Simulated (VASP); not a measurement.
NaF:

```
CELL_PARAMETERS angstrom
0.00000 2.27431 2.27431
2.27431 0.00000 2.27431
2.27431 2.27431 0.00000
ATOMIC_POSITIONS crystal
Na 0.00000 0.00000 0.00000
F 0.50000 0.50000 0.50000
```

Base run:

```yaml
Program: VASP 6.6.1
Functional: PBE
Potentials_or_basis: VASP PAW PBE potentials, release 64 (Na_pv, F)
Cutoff: 520 eV
k_mesh: 10 × 10 × 10
Occupations: gaussian, width 0.02 eV
Spin: no spin polarisation
```

Its results: band gap on the k mesh 6.61 eV; pressure 5.5 GPa.

**Question.** The run is repeated on the same cell with these changes: functional from PBE to HSE06; k mesh from 10 × 10 × 10 to 8 × 8 × 8. What comes out?

**Answer.** Band gap on the k mesh 8.82 eV; pressure 3.5 GPa.

Several settings changed at once.

Caveats: the cell stands under pressure; the PAW data sets were made with another functional, which shifts forces and pressure a little (at least some runs).

A k mesh can miss the band edges.
